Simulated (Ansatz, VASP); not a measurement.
## Two plane-wave programs on Sn3Te

File INCAR:

```
PREC = Accurate
ENCUT = 520
EDIFF = 1E-6
ISMEAR = -1
SIGMA = 0.05
LREAL = False
LASPH = True
NELM = 80
ALGO = Normal
ISIF = 2
LWAVE = False
LCHARG = True
GGA = PE
LELF = True
LVHAR = True
NBANDS = 32
```

Contents of KPOINTS:

```
regular mesh
0
Gamma
  6 6 6
```

Contents of POSCAR:

```
Sn3Te
1.0
    4.9296506847      0.0000000000      0.0000000000
    0.0000000000      4.9296506847      0.0000000000
    0.0000000000      0.0000000000      4.9296506847
Te Sn
1 3
Direct
    0.0000000000      0.0000000000      0.0000000000
    0.0000000000      0.5000000000      0.5000000000
    0.5000000000      0.0000000000      0.5000000000
    0.5000000000      0.5000000000      0.0000000000
```

The input input.yaml:

```yaml
crystal:
  lattice:
    - [4.9296506847, 0.0, 0.0]
    - [0.0, 4.9296506847, 0.0]
    - [0.0, 0.0, 4.9296506847]
  atoms:
    - { symbol: Te, position: [0.0, 0.0, 0.0] }
    - { symbol: Sn, position: [0.0, 0.5, 0.5] }
    - { symbol: Sn, position: [0.5, 0.0, 0.5] }
    - { symbol: Sn, position: [0.5, 0.5, 0.0] }
hamiltonian:
  xc: pbe
  pseudopotentials: { kind: paw }
kpoints:
  mp_grid: { grid: [6, 6, 6] }
scf:
  occupations: { method: fermi_dirac, width: 0.05 }
output:
  forces: true
  stress: true
  eigenvalues: true
```

Alike in both runs: task single point; functional PBE; k mesh 6 × 6 × 6; occupations fermi-dirac, width 0.05 eV; no spin polarisation.

```csv
,VASP,Ansatz
version,VASP 6.6.1,Ansatz 0.2.0
potentials or method,"VASP PAW PBE potentials, release 64 (Te, Sn_d)",Ansatz PAW
plane-wave cutoff (eV),520,420
valence electrons in the cell,48,58
```

|  | VASP | Ansatz | Ansatz less VASP |
| --- | --- | --- | --- |
| gap on the k mesh at the Fermi level (eV) | none | none | - |
| pressure (GPa) | -1.3 | -1.3 | +0.03 |

A gap of «none» marks a metal or a gap that the smearing closes. VASP's potentials hold 48 valence electrons a cell and Ansatz's 58, so a difference there can come from the potentials and not from the codes.

Neither program's run includes spin-orbit coupling.
